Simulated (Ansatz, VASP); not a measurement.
Two plane-wave programs on InSb3

The input INCAR:

```
PREC     = Accurate       # precision mode
ENCUT    = 520            # plane-wave cutoff, eV
EDIFF    = 1E-7           # SCF threshold, eV
ISMEAR   = -1             # smearing method
SIGMA    = 0.05           # smearing width, eV
LREAL    = False          # projectors in reciprocal space
LASPH    = True           # aspherical terms in the spheres
NELM     = 80             # most SCF steps
ALGO     = Normal         # electronic algorithm
ISIF     = 2              # what is computed and relaxed
LWAVE    = False          # write WAVECAR
LCHARG   = False          # write CHGCAR
GGA      = CA             # functional
NBANDS   = 22             # bands
```

Contents of KPOINTS:

```
Automatic mesh
0
Gamma
  6 6 6
```

The input POSCAR:

```
InSb3
1.0
    0.0000000000      3.7432709431      3.7432709431
    3.7432709431      0.0000000000      3.7432709431
    3.7432709431      3.7432709431      0.0000000000
Sb In
3 1
Direct
    0.5000000000      0.5000000000      0.5000000000
    0.7500000000      0.7500000000      0.7500000000
    0.2500000000      0.2500000000      0.2500000000
    0.0000000000      0.0000000000      0.0000000000
```

Contents of input.yaml:

```yaml
crystal:
  lattice:
    - [0.0, 3.7432709431, 3.7432709431]
    - [3.7432709431, 0.0, 3.7432709431]
    - [3.7432709431, 3.7432709431, 0.0]
  atoms:
    - { symbol: Sb, position: [0.5, 0.5, 0.5] }
    - { symbol: Sb, position: [0.75, 0.75, 0.75] }
    - { symbol: Sb, position: [0.25, 0.25, 0.25] }
    - { symbol: In, position: [0.0, 0.0, 0.0] }
hamiltonian:
  xc: lda
  pseudopotentials: { kind: paw }
kpoints:
  mp_grid: { grid: [6, 6, 6] }
scf:
  occupations: { method: fermi_dirac, width: 0.05 }
output:
  forces: true
  stress: true
  eigenvalues: true
```

Alike in both runs: task single point; functional LDA; k mesh 6 × 6 × 6; occupations fermi-dirac, width 0.05 eV; no spin polarisation.

```csv
,VASP,Ansatz
version,VASP 6.6.1,Ansatz 0.2.0
potentials or method,"VASP PAW LDA potentials, release 64 (Sb, In_d)",Ansatz PAW
plane-wave cutoff (eV),520,420
valence electrons in the cell,28,58
```

```tsv
	VASP	Ansatz	Ansatz less VASP
gap on the k mesh at the Fermi level (eV)	none	none	-
pressure (GPa)	-2.3	-2.3	-0.06
```

LDA's correlation is that of Perdew and Zunger in VASP and of Perdew and Wang (1992) in Ansatz. A gap of «none» marks a metal or a gap that the smearing closes. VASP's potentials hold 28 valence electrons a cell and Ansatz's 58, so a difference there can come from the potentials and not from the codes.

Spin-orbit coupling is off throughout.
